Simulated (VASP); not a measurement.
Here is a VASP 6.6.1 calculation.

Contents of INCAR:

```
SYSTEM = WS2
  PREC = Accurate
  ENCUT = 520
  EDIFF = 1E-6
  ISMEAR = -1
  SIGMA = 0.05
  LREAL = .False.
  LASPH = .True.
  NELM = 60
  ALGO = Normal
  ISIF = 2
  LWAVE = .False.
  LCHARG = .True.
  GGA = PE
  LELF = .True.
  LVHAR = .True.
  NBANDS = 20
```

File KPOINTS:

```
regular mesh
0
Gamma
  8 8 8
  0 0 0
```

The input POSCAR:

```
WS2
1.0
    0.0000000000      3.0079352200      3.0079352200
    3.0079352200      0.0000000000      3.0079352200
    3.0079352200      3.0079352200      0.0000000000
W S
1 2
Direct
    0.0000000000      0.0000000000      0.0000000000
    0.2500000000      0.2500000000      0.2500000000
    0.7500000000      0.7500000000      0.7500000000
```

Potentials or basis: VASP PAW PBE potentials, release 64 (W_sv, S).

Run with:

```sh
$ cat potpaw_PBE.64/W_sv/POTCAR potpaw_PBE.64/S/POTCAR > POTCAR
$ mpirun -np 1 vasp_std > vasp.out
```

(1) Predict the pressure.

(2) What does it give for the band gap on the k mesh?

Results:

(1) -9.0 GPa.

(2) zero (band 13 reaches 7.55 eV, above the bottom of band 14 at 6.48 eV).

Caveat: spin-orbit coupling is left out, which moves the levels of the heavy elements.
